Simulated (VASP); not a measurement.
The system is Nb3Ag.

```
Ag Nb
1.0
     5.00507    0.00000    0.00000
     0.00000    5.00507    0.00000
     0.00000    0.00000    5.00507
Ag Nb
1 3
Direct
  0.00000 0.00000 0.00000
  0.50000 0.00000 0.50000
  0.00000 0.50000 0.50000
  0.50000 0.50000 0.00000
```

```yaml
Program: VASP 6.6.1
Task: relaxation of cell and atoms
Functional: r2SCAN
Potentials_or_basis: VASP PAW PBE potentials, release 64 (Ag, Nb_sv)
Cutoff: 600 eV
k_mesh: 6 × 6 × 6
Occupations: fermi-dirac, width 0.05 eV
Spin: no spin polarisation
```

At the start: pressure -27.1 GPa; volume 31.35 Å³/atom.

Where does the relaxation end?

Over 7 steps the energy falls by 1955.1 meV/atom and the volume is 17.75 Å³/atom (-43.4 %); space group Pm-3m (No. 221, to 0.05 Å).

Step by step:
| step | energy change (eV) | largest force (eV/Å) | pressure (GPa) | volume (Å³) |
| --- | --- | --- | --- | --- |
| 1 | 0.0000 | 0.0000 | -27.10 | 125.38 |
| 2 | -3.1240 | 0.0000 | 101.81 | 51.67 |
| 3 | -7.7901 | 0.0000 | -4.53 | 73.06 |
| 4 | -7.8170 | 0.0000 | -1.53 | 71.66 |
| 5 | -7.8199 | 0.0000 | 0.51 | 70.78 |
| 6 | -7.8194 | 0.0000 | -0.78 | 71.32 |
| 7 | -7.8202 | 0.0000 | -0.08 | 70.99 |

Final structure:
```yaml
crystal:
  lattice:
    - [4.14062, 0.00000, 0.00000]
    - [0.00000, 4.14062, 0.00000]
    - [0.00000, 0.00000, 4.14062]
  atoms:
    - { symbol: Ag, position: [0.00000, 0.00000, 0.00000] }
    - { symbol: Nb, position: [0.50000, 0.00000, 0.50000] }
    - { symbol: Nb, position: [0.00000, 0.50000, 0.50000] }
    - { symbol: Nb, position: [0.50000, 0.50000, 0.00000] }
```

Caveat: the volume moved by over 15 % at a fixed basis, so the end points are rough; the PAW data sets were made with another functional, which shifts forces and pressure a little.
